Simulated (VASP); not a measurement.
# Se (P4/nmm) in VASP: a series of runs, part 2 of 2

VASP 6.6.1. Earlier steps stand in the parts before.

### Step 4. Single point, PBE

This run uses another cell than the first one, of 30.73 Å³/atom.

Contents of INCAR:

```
ALGO = Normal
EDIFF = 1E-6
ENCUT = 520
GGA = PE
ISIF = 2
ISMEAR = 0
LASPH = True
LCHARG = False
LREAL = False
LWAVE = False
NBANDS = 13
NELM = 100
PREC = Accurate
SIGMA = 0.1
```

Contents of KPOINTS:

```
k-points
0
Gamma
  6 6 4
```

Contents of POSCAR:

```
Se
1.0
    3.5903870982      0.0000000000      0.0000000000
    0.0000000000      3.5903870982      0.0000000000
    0.0000000000      0.0000000000      4.7672022967
Se
2
Direct
    0.0000000000      0.5000000000      0.9206413621
    0.5000000000      0.0000000000      0.0793586379
```

Potentials or basis: VASP PAW PBE potentials, release 64 (Se).

The run is started by

```
$ cat potpaw_PBE.64/Se/POTCAR > POTCAR
$ mpirun -np 1 vasp_std > vasp.out
```

OUTCAR:

```text
EDIFF = 1E-6
   ENCUT = 520
   GGA = PE
   ISIF = 2
   ISMEAR = 0
   LASPH = True
   LREAL = False
   NELM = 100
   PREC = Accurate

 ion  position               nearest neighbor table
   1  0.000  0.500  0.921-   2 2.65   2 2.65   2 2.65   2 2.65
   2  0.500  0.000  0.079-   1 2.65   1 2.65   1 2.65   1 2.65

  LATTYP: Found a simple tetragonal cell.
 ALAT       =     3.5903870982
 C/A-ratio  =     1.3277683343

  Lattice vectors:

 A1 = (   3.5903870982,   0.0000000000,   0.0000000000)
 A2 = (   0.0000000000,   3.5903870982,   0.0000000000)
 A3 = (   0.0000000000,   0.0000000000,   4.7672022967)

Analysis of symmetry for initial positions (statically):
=====================================================================
 Subroutine PRICEL returns:
 Original cell was already a primitive cell.

 Routine SETGRP: Setting up the symmetry group for a
 simple tetragonal supercell.

 Subroutine GETGRP returns: Found 16 space group operations
 (whereof  8 operations were pure point group operations)
 out of a pool of 16 trial point group operations.

The static configuration has the point symmetry D_2d.
 The point group associated with its full space group is D_4h.

Analysis of symmetry for dynamics (positions and initial velocities):
=====================================================================
 Subroutine PRICEL returns:
 Original cell was already a primitive cell.

 Routine SETGRP: Setting up the symmetry group for a
 simple tetragonal supercell.

 Subroutine GETGRP returns: Found 16 space group operations
 (whereof  8 operations were pure point group operations)
 out of a pool of 16 trial point group operations.

The dynamic configuration has the point symmetry D_2d.
 The point group associated with its full space group is D_4h.

 Subroutine INISYM returns: Found 16 space group operations
 (whereof  8 operations are pure point group operations),
 and found     1 'primitive' translations

[... 118 lines left out ...]
   LORBIT       =      0    0 simple, 1 ext, 2 COOP (PROOUT), +10 PAW based schemes
   GGA     = PE    functional components
   LHFCALC =     F    Hartree Fock is set to
   AEXX    =    0.0000 exact exchange contribution
   IVDW    =     0    specifies the selected vdW correction
   LEPSILON=     F    determine dielectric tensor
   LRPA    =     F    only Hartree local field effects (RPA)
 non-spin polarized calculation
 Gauss-broadening in eV      SIGMA  =   0.10
  energy-cutoff  :      520.00
  volume of cell :       61.45
 maximum number of plane-waves:      1696
 NGX is ok and might be reduce to    28
   NGX = 13   NGY = 13   NGZ = 17

 number of electron      12.0000002 magnetization

 Free energy of the ion-electron system (eV)
  ---------------------------------------------------
  ext. energy  EPLUGINS =         0.00000000
  ---------------------------------------------------
  free energy    TOTEN  =        -6.71794432 eV

  energy without entropy =       -6.71793610  energy(sigma->0) =       -6.71794021

 E-fermi :   2.0512     XC(G=0):  -8.1140

 val. band max:        1.8353021997   @ k =   0.0000   0.0000   0.5000
 cond. band min:       2.3175331317   @ k =   0.3333   0.0000   0.0000
 fundamental gap:      0.4822309321
 Fermi energy:         2.0512134222

 k-point     1 :       0.0000    0.0000    0.0000
  band No.  band energies     occupation
      1     -13.9860      2.00000
      2      -8.0582      2.00000
      3      -2.1177      2.00000
      4      -2.1177      2.00000
      5      -1.0329      2.00000
      6       1.1394      2.00000
      7       5.0336      0.00000
      8       5.0336      0.00000
      9       6.0615      0.00000
     10       6.8625      0.00000
     11      12.5476      0.00000
     12      12.8396      0.00000
     13      13.5736      0.00000
[... 354 lines left out ...]
  band No.  band energies     occupation
      1     -11.5980      2.00000
      2     -11.5980      2.00000
      3      -1.7770      2.00000
      4      -1.7770      2.00000
      5       0.5234      2.00000
      6       0.5234      2.00000
      7       2.4134      0.00000
      8       2.4134      0.00000
      9       9.2003      0.00000
     10       9.2003      0.00000
     11      12.7508      0.00000
     12      12.7516      0.00000
     13      12.8458      0.00000

 [... further k-points ...]
[... 5 lines left out ...]
  --------------------------------------------------------------------------------------
  -------------------------------------------------------------------------------------
  Total        0.0391375      0.0391375      0.0036710      0.0000000      0.0000000      0.0000000
  in kB        1.0203704      1.0203704      0.0957088      0.0000000      0.0000000      0.0000000
  external PRESSURE =       0.7121498 kB  Pullay stress =       0.0000000 kB

 VOLUME and BASIS-vectors are now :
 -----------------------------------------------------------------------------
  energy-cutoff  :      520.00
  volume of cell :       61.45
      direct lattice vectors                 reciprocal lattice vectors
     3.590387098  0.000000000  0.000000000     0.278521500  0.000000000  0.000000000
     0.000000000  3.590387098  0.000000000     0.000000000  0.278521500  0.000000000
     0.000000000  0.000000000  4.767202297     0.000000000  0.000000000  0.209766638

 POSITION                                       TOTAL-FORCE (eV/Angst)
 -----------------------------------------------------------------------------------
      0.00000      1.79519      4.38888         0.000000      0.000000      0.003412
      1.79519      0.00000      0.37832        -0.000000     -0.000000     -0.003412
 -----------------------------------------------------------------------------------
    total drift:                                0.000000     -0.000000      0.000000

  FREE ENERGIE OF THE ION-ELECTRON SYSTEM (eV)
  ---------------------------------------------------
  free  energy   TOTEN  =        -6.7179443250 eV

  energy  without entropy=       -6.7179361036  energy(sigma->0) =       -6.71794021
```

stdout:

```text
POSCAR found type information on POSCAR Se
 POSCAR found :  1 types and       2 ions
 scaLAPACK will be used
 LDA part: xc-table for (Slater+PW92), standard interpolation
 POSCAR, INCAR and KPOINTS ok, starting setup
 FFT: planning ... GRIDC
 FFT: planning ... GRID_SOFT
 FFT: planning ... GRID
 WAVECAR not read
 entering main loop
```

Run time: 8.1 s. Hardware: 1 thread of Intel Xeon 6975P-C (Granite Rapids), shared host; peak memory 0.17 GiB.

What came out:

| Quantity | Value |
| --- | --- |
| Free energy | -6.7179 eV |
| Pressure | 0.1 GPa |
| Largest force | 0.003 eV/Å |
| Band gap on the k mesh | 0.48 eV (least direct gap 1.14 eV) |

Forces in eV/Å, atoms in the order of the input:
```
Se   0.000  0.000  0.003
Se   0.000  0.000 -0.003
```

Levels at points of the mesh, in eV from the valence-band top:
| k point | band 2 | band 3 | band 4 | band 5 | band 6 | band 7 | band 8 | band 9 | band 10 | band 11 |
| --- | --- | --- | --- | --- | --- | --- | --- | --- | --- | --- |
| (0.00, 0.00, 0.00) | -9.89 | -3.95 | -3.95 | -2.87 | -0.70 | 3.20 | 3.20 | 4.23 | 5.03 | 10.71 |
| (0.50, 0.00, 0.00) | -13.47 | -3.18 | -3.18 | -1.34 | -1.34 | 0.52 | 0.52 | 5.48 | 5.48 | 10.29 |
| (0.50, 0.50, 0.00) | -12.59 | -6.74 | -6.74 | -1.27 | -1.27 | 2.66 | 2.66 | 7.87 | 7.87 | 8.75 |
| (0.00, 0.00, 0.50) | -9.99 | -3.91 | -3.91 | -3.59 | 0.00 | 3.07 | 3.07 | 4.38 | 7.55 | 9.78 |
| (0.50, 0.00, 0.50) | -13.43 | -3.61 | -3.61 | -1.31 | -1.31 | 0.58 | 0.58 | 7.37 | 7.37 | 10.92 |
| (0.50, 0.50, 0.50) | -12.57 | -6.68 | -6.68 | -1.69 | -1.69 | 1.99 | 1.99 | 9.23 | 9.23 | 11.55 |

Caveat: this functional lacks dispersion, which binds layers or chains, so the pressure and a relaxed spacing across them are unreliable.

### Step 5. Summary

| cell | k mesh | gap on the mesh (eV) | pressure (GPa) | largest force (eV/Å) |
| --- | --- | --- | --- | --- |
| a = 3.557, b = 3.557, c = 4.495 Å, 2 atoms, atomic positions A | 4 × 4 × 6 | 0.69 | 0.3 | 0.03 |
| a = 4.063, b = 4.063, c = 3.706 Å, 2 atoms, atomic positions B | 4 × 4 × 6 | none | -10.3 | 0.89 |
| a = 3.590, b = 3.590, c = 4.767 Å, 2 atoms, atomic positions C | 6 × 6 × 4 | 0.48 | 0.1 | - |

Alike in all rows: task single point; level PBE; potentials or basis VASP PAW PBE potentials, release 64 (Se); no spin polarisation; cutoff (eV) 520; smearing gaussian 0.1 eV.

Caveats: some runs use coarse meshes; this functional lacks dispersion, which binds layers or chains, so the pressure and a relaxed spacing across them are unreliable (at least some runs).

Total energies depend on the potentials used, so only differences within one code and one set of settings carry meaning.
